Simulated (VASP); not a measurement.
Write the native input for VASP 6.6.1 that does the following.

```yaml
Task: single point
Functional: PBE
Dispersion: D3(BJ)
Potentials_or_basis: VASP PAW PBE potentials, release 64 (B, O)
Cutoff: 520 eV
k_mesh: 21 × 21 × 6
Occupations: gaussian, width 0.15 eV
Spin: no spin polarisation
Dipole_correction: no
Further_INCAR_settings: ALGO = Fast; EDIFF = 1e-06; NBANDS = 21
```

The structure of B2O lies in POSCAR:

```
B2O
1.0
    2.5055984866      0.0000000000      0.0000000000
   -1.2527992433      2.1699119411      0.0000000000
    0.0000000000      0.0000000000      8.7898900509
B O
4 2
Direct
    0.0000000000      0.0000000000      0.4099026039
    0.0000000000      0.0000000000      0.5900973961
    0.6666666667      0.3333333333      0.0293462865
    0.3333333333      0.6666666667      0.9706537135
    0.6666666667      0.3333333333      0.3525784977
    0.3333333333      0.6666666667      0.6474215023
```

The input as run:

INCAR

```
PREC = Accurate
ENCUT = 520
EDIFF = 1E-6
ISMEAR = 0
SIGMA = 0.15
LREAL = F
LASPH = T
NELM = 60
ALGO = Fast
ISIF = 2
LWAVE = F
LCHARG = F
GGA = PE
IVDW = 12
NBANDS = 21
```

KPOINTS

```
Automatic mesh
0
Gamma
  21 21 6
```

Potentials or basis: VASP PAW PBE potentials, release 64 (B, O).

Command:

```console
$ cat potpaw_PBE.64/B/POTCAR potpaw_PBE.64/O/POTCAR > POTCAR
$ mpirun -np 1 vasp_std > vasp.out
```

It gave:

```yaml
Pressure: 22.5 GPa
Largest_force: 1.984 eV/Å
Band_gap_on_the_k_mesh: zero (bands 12 and 13 overlap by 4.52 eV)
Dispersion_energy_per_atom: -0.152 eV
```

Caveat: the stress differs along the axes, from 20 to 28 GPa; forces of over 1 eV/Å act on the atoms, so gaps and moduli don't describe the material at rest.

Wall time 3.7 min on 1 thread of Oxide Virtual Turin-like Processor, with other jobs on the host, peak memory 0.3 GiB.
